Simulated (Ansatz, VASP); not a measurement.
# AlNi in VASP and in Ansatz

```
Al Ni
1.0
     2.99624    0.00000    0.00000
     0.00000    2.99624    0.00000
     0.00000    0.00000    2.76576
Al Ni
1 1
Direct
  0.00000 0.00000 0.00000
  0.50000 0.50000 0.50000
```

Change from the starting cell: strain +0.040 along x and y, -0.040 along z, atoms carried along.

Alike in both runs: task single point; functional PBEsol; k mesh 16 × 16 × 16; occupations gaussian, width 0.15 eV; no spin polarisation.

```csv
,VASP,Ansatz
version,VASP 6.6.1,Ansatz 0.2.0
potentials or method,"VASP PAW PBE potentials, release 64 (Al, Ni), cutoff 520 eV","scalar-relativistic, plane waves, PAW"
valence electrons in the cell,13,21
```

Ansatz gave:

| Quantity | Value |
| --- | --- |
| gap on the k mesh at the Fermi level (eV) | none |
| pressure (GPa) | -8.4 |
| traceless stress, the component that is largest in VASP (GPa) | 4.44 |

Problem. Which values does VASP return?

Solution. gap on the k mesh at the Fermi level (eV): none; pressure (GPa): -8.2; traceless stress, the component that is largest in VASP (GPa): 4.54.

VASP's potentials were made for PBE, not for PBEsol. A gap of «none» marks a metal or a gap that the smearing closes. VASP's potentials hold 13 valence electrons a cell and Ansatz's 21, so a difference there can come from the potentials and not from the codes.
